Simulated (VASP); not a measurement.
A run of VASP 6.6.1:

The input INCAR:

```
ALGO = Normal
EDIFF = 1E-7
ENCUT = 520
GGA = PS
ISIF = 2
ISMEAR = 0
LASPH = T
LCHARG = F
LREAL = F
LWAVE = F
NBANDS = 15
NELM = 60
PREC = Accurate
SIGMA = 0.02
```

The input KPOINTS:

```
k-points
0
Gamma
  8 8 8
```

File POSCAR:

```
BaTe
1.0
    0.0000000000      3.4100000000      3.4100000000
    3.4100000000      0.0000000000      3.4100000000
    3.4100000000      3.4100000000      0.0000000000
Ba Te
1 1
Direct
   -0.0079501466      0.0064633431      0.0065777126
    0.5000000000      0.5000000000      0.5000000000
```

Potentials or basis: VASP PAW PBE potentials, release 64 (Ba_sv, Te).

Command:

```bash
$ cat potpaw_PBE.64/Ba_sv/POTCAR potpaw_PBE.64/Te/POTCAR > POTCAR
$ mpirun -np 1 vasp_std > vasp.out
```

Hardware: 1 thread of Intel(R) Xeon(R) Platinum 8488C (Sapphire Rapids), with other jobs on the host.

Problem. Estimate the wall time of this run.

Solution. It took 3.5 min on 1 thread of Intel(R) Xeon(R) Platinum 8488C (Sapphire Rapids) (shared host), peak memory 0.46 GiB. Counts: scf iterations 14, k points 260.
